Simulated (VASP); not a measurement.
Crystal: Rh.

```
Rh
1.0
     2.55047    0.00000    0.00000
    -1.27523    2.20877    0.00000
     0.00000    0.00000    4.10446
Rh
2
Direct
  0.66667 0.33333 0.75000
  0.33333 0.66667 0.25000
```

Base run:

| Quantity | Value |
| --- | --- |
| Program | VASP 6.6.1 |
| Functional | PBE |
| Potentials or basis | VASP PAW PBE potentials, release 64 (Rh_pv) |
| Cutoff | 500 eV |
| k mesh | 21 × 21 × 12 |
| Occupations | gaussian, width 0.15 eV |
| Spin | collinear spin, ferromagnetic start |
| Starting moments | [0.375, 0.375] μB |
| Fixed moment | 0.75 μB |

Its results: pressure 85.6 GPa; site moments Rh +0.37 μB.

**Question.** The run is repeated on the same cell with these changes: fixed moment from 0.75 μB to 1 μB; moments at the start from [0.38, 0.38] to [0.5, 0.5]. What comes out?

**Answer.** Pressure 86.6 GPa; site moments Rh +0.49 μB.

Caveats: the total moment is fixed, so each spin has its own Fermi level.
